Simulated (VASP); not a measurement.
Input of a VASP 6.6.1 run:

The input INCAR:

```
SYSTEM = Sr
AGGAC = 1.0 ; AGGAX = 1.0
ALDAC = 0.0 ; ALDAX = 1.0
ALGO = Normal ; EDIFF = 1E-7
ENCUT = 520 ; GGA = B5
ISIF = 2 ; ISMEAR = 1
IVDW = 13 ; LASPH = .True.
LCHARG = .False. ; LREAL = .False.
LWAVE = .False. ; NBANDS = 17
NELM = 100 ; PREC = Accurate
SIGMA = 0.1 ; VDW_A1 = 0.44488865
VDW_A2 = 4.0933009 ; VDW_S6 = 1.0
VDW_S8 = 2.34076671
```

The input KPOINTS:

```
k-points
0
Gamma
  8 8 8
  0 0 0
```

POSCAR

```
Sr
1.0
   -3.6581086461      3.6581086461      1.9570673329
    3.6581086461     -3.6581086461      1.9570673329
    3.6581086461      3.6581086461     -1.9570673329
Sr
2
Direct
    0.0000000000      0.0000000000      0.0000000000
    0.7500000000      0.2500000000      0.5000000000
```

Potentials or basis: VASP PAW PBE potentials, release 64 (Sr_sv).

Launch:

```bash
$ cat potpaw_PBE.64/Sr_sv/POTCAR > POTCAR
$ mpirun -np 1 vasp_std > vasp.out
```

(1) Estimate the pressure.

(2) What does it give for the band gap on the k mesh?

(3) What does it give for the dispersion energy per atom?

## Answers

(1) 0.0 GPa.

(2) zero (band 10 reaches 2.33 eV, above the bottom of band 11 at 1.89 eV).

(3) -0.263 eV.

Caveat: the PAW data sets were made with another functional, which shifts forces and pressure a little; pairwise dispersion overbinds metals, which lowers pressure and volume.
